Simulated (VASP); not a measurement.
Runs of VASP 6.6.1 on C. Symmetry: Fd-3m, No. 227, cubic system. Conventional cell: a = 3.560 Å, b = 3.560 Å, c = 3.560 Å, α = 90.00°, β = 90.00°, γ = 90.00°. C (site symmetry -43m) has 4 C at 1.54 Å within 2.1 Å. 

| task | level | potentials or basis | k mesh | cutoff (eV) | smearing | GW scheme | GW iterations | cutoff of the response function | frequency points | empty bands | gap on the mesh (eV) | pressure (GPa) |
| --- | --- | --- | --- | --- | --- | --- | --- | --- | --- | --- | --- | --- |
| single point | PBE | VASP PAW PBE potentials, release 64 (C) | 8 × 8 × 8 | 520 | gaussian 0.01 eV | - | - | - | - | - | 4.14 | 4.9 |
| single point | PBE | VASP PAW PBE potentials, release 64 (C) | 2 × 2 × 2 | 520 | gaussian 0.01 eV | - | - | - | - | - | 4.57 | (c) |
| single point | LDA | VASP PAW LDA potentials, release 64 (C) | 4 × 4 × 4 | 520 | gaussian 0.01 eV | - | - | - | - | - | (a) | -8.2 |
| single point | PBE | VASP PAW PBE potentials, release 64 (C) | 4 × 4 × 4 | 520 | gaussian 0.01 eV | - | - | - | - | - | 4.45 | 6.0 |
| single point | PBE | VASP PAW PBE potentials, release 64 (C) | 3 × 3 × 3 | 520 | gaussian 0.01 eV | - | - | - | - | - | 4.12 | 10.2 |
| single point | PBE-based screened hybrid | VASP PAW PBE potentials, release 64 (C) | 6 × 6 × 6 | 520 | gaussian 0.01 eV | - | - | - | - | - | 4.35 | (b) |
| single point | PBE | VASP PAW PBE potentials, release 64 (C) | 8 × 8 × 8 | 520 | methfessel-paxton 0.05 eV | - | - | - | - | - | 4.14 | 4.9 |

Alike in all rows: no spin polarisation; cell a = 2.517 Å, angles 60.0°, 2 atoms.

Task: Estimate the missing entries.

Result: (a) 4.41; (b) 3.0; (c) 36.6.

Caveats: some runs use coarse meshes; the PAW data sets were made with another functional, which shifts forces and pressure a little (some runs).

A k mesh can miss the band edges.
